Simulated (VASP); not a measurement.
A run of VASP 6.6.1 is set up as follows.

The input INCAR:

```
SYSTEM = V
PREC = Accurate
ENCUT = 600
EDIFF = 1E-7
ISMEAR = -1
SIGMA = 0.1
LREAL = .FALSE.
LASPH = .TRUE.
NELM = 80
ALGO = Normal
ISIF = 3
LWAVE = .FALSE.
LCHARG = .FALSE.
GGA = PE
IBRION = 2
NSW = 60
EDIFFG = -0.005
PSTRESS = 1300.0
```

KPOINTS

```
Automatic mesh
0
G
  18 18 10
  0 0 0
```

The input POSCAR:

```
V
1.0
    2.3749694650      0.0000000000      0.0000000000
   -1.1874847325      2.0567838899      0.0000000000
    0.0000000000      0.0000000000      3.8474505333
V
2
Direct
    0.3333333333      0.6666666667      0.2500000000
    0.6666666667      0.3333333333      0.7500000000
```

Potentials or basis: VASP PAW PBE potentials, release 64 (V_sv).

Run with:

```console
$ cat potpaw_PBE.64/V_sv/POTCAR > POTCAR
$ mpirun -np 1 vasp_std > vasp.out
```

Task: Estimate the space group after relaxing (to 0.1 Å).

Result: P6_3/mmc (No. 194).

Task: Estimate the relaxed volume.

Result: 9.52 Å³/atom.

Task: Estimate the band gap on the k mesh.

Result: Zero (bands 13 and 14 overlap by 3.39 eV).

The path:
```
step  energy change (eV)  largest force (eV/Å)  pressure (GPa)  volume (Å³)
   1              0.0000                0.0000          139.57        18.79
   2             -1.1963                0.0000           96.44        20.35
   3             -0.4658                0.0000          123.09        19.34
   4             -0.5731                0.0000          120.92        19.38
   5             -0.2703                0.0000          123.69        19.29
   6             -0.6020                0.0000          120.23        19.39
   7             -0.6056                0.0000          120.00        19.39
   8              0.4292                0.0000          157.90        18.19
   9             -0.3532                0.0000          129.40        19.06
  10             -0.3473                0.0000          129.62        19.06
  11             -0.3393                0.0000          129.96        19.05
  12             -0.3384                0.0000          130.01        19.05
```

Caveat: the cell is relaxed towards a set pressure, so the run minimises the enthalpy, not the energy.
